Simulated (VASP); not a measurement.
## Ti2SiHgS4: single point with r2SCAN

The system is Ti2SiHgS4.

```
S Si Hg Ti
1.0
     0.00000    5.44065    0.00000
     5.44065    0.00000    0.00000
     2.72033    2.72033   -5.22634
S Si Hg Ti
4 1 1 2
Direct
  0.40000 0.40000 0.73580
  0.60000 0.13580 0.26420
  0.86420 0.86420 0.73580
  0.13580 0.60000 0.26420
  0.50000 0.50000 0.00000
  0.00000 0.00000 0.00000
  0.75000 0.25000 0.50000
  0.25000 0.75000 0.50000
```

| Quantity | Value |
| --- | --- |
| Program | VASP 6.6.1 |
| Task | single point |
| Functional | r2SCAN |
| Potentials or basis | VASP PAW PBE potentials, release 64 (S, Si, Hg, Ti_sv) |
| Cutoff | 520 eV |
| k mesh | 5 × 5 × 5 |
| Occupations | tetrahedron |
| Spin | collinear spin |
| Starting moments | [0.0, 0.0, 0.0, 0.0, 0.0, 0.0, 1.0, 1.0] μB |

```json
{
 "Pressure": "10.2 GPa",
 "Largest force": "1.070 eV/Å",
 "Band gap on the k mesh": "zero (filled and empty bands overlap)",
 "Net moment": "0.03 μB per cell",
 "Valence electrons inside the program's atomic spheres": "S 3.78; Si 1.59; Hg 10.64; Ti 10.39"
}
```

Forces in eV/Å, atoms in the order of the input:
```
S    0.749  0.749 -0.153
S    0.749 -0.749  0.153
S   -0.749 -0.749 -0.153
S   -0.749  0.749  0.153
Si   0.000  0.000  0.000
Hg   0.000  0.000  0.000
Ti   0.000  0.000  0.000
Ti   0.000  0.000  0.000
```

Stress tensor (GPa, compression positive):
```
 9.34  0.00  0.00
 0.00  9.34  0.00
 0.00  0.00 11.90
```

Levels at points of the mesh, in eV from the Fermi level:
Spin up:
```csv
k point,band 29,band 30,band 31,band 32,band 33,band 34,band 35,band 36
"(0.00, 0.00, 0.00)",-4.24,-1.47,-0.20,-0.20,0.03,0.42,0.61,0.64
```
Spin down:
```tsv
k point	band 30	band 31	band 32	band 33	band 34	band 35
(0.00, 0.00, 0.00)	-1.47	-0.19	-0.19	0.04	0.43	0.62
```

Run time: 35 min on 1 thread of Intel Xeon 8259CL, with other jobs on the host, peak memory 0.5 GiB.

Caveat: the cell stands under pressure; the PAW data sets were made with another functional, which shifts forces and pressure a little; spin-orbit coupling is left out, which moves the levels of the heavy elements; tetrahedron occupations give inexact forces and stress in metals.
